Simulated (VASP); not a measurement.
Crystal: Sn2TeO3.

```xyz
6
Lattice="5.9000 0.0000 0.0000 -2.9500 5.1095 0.0000 0.0000 0.0000 3.4198" Properties=species:S:1:pos:R:3 pbc="T T T"
Sn    0.0000    3.4064    0.0000
Sn    2.9500    1.7032    0.0000
Te    0.0000    0.0000    0.0000
O     2.9500    0.0000    1.7099
O     1.4750    2.5548    1.7099
O    -1.4750    2.5548    1.7099
```

```yaml
Program: VASP 6.6.1
Task: relaxation of cell and atoms
Functional: PBE
Potentials_or_basis: VASP PAW PBE potentials, release 64 (Sn_d, Te, O)
Cutoff: 600 eV
k_mesh: 3 × 3 × 6
Occupations: gaussian, width 0.1 eV
Spin: no spin polarisation
```

At the start: pressure -10.2 GPa; volume 17.18 Å³/atom.

How do energy, volume and symmetry change on relaxing?

Over 4 steps the energy falls by 143.2 meV/atom and the volume is 15.54 Å³/atom (-9.6 %); space group P6/mmm (No. 191, to 0.05 Å).

The path:
| step | energy change (eV) | largest force (eV/Å) | pressure (GPa) | volume (Å³) |
| --- | --- | --- | --- | --- |
| 1 | 0.0000 | 0.0000 | -10.21 | 103.09 |
| 2 | -0.6539 | 0.0000 | 9.79 | 87.18 |
| 3 | -0.8405 | 0.0000 | 1.53 | 91.66 |
| 4 | -0.8594 | 0.0000 | 0.08 | 93.23 |

Final structure:
```xyz
6
Lattice="5.8995 0.0000 0.0000 -2.9497 5.1091 0.0000 0.0000 0.0000 3.0933" Properties=species:S:1:pos:R:3 pbc="T T T"
Sn    0.0000    3.4061    3.0933
Sn    2.9497    1.7030    0.0000
Te   -2.9497    5.1091    0.0000
O     2.9497    0.0000    1.5466
O     1.4749    2.5545    1.5466
O    -1.4749    2.5545    1.5466
```

Caveat: the k points lie up to 0.41 Å⁻¹ apart in the final cell.
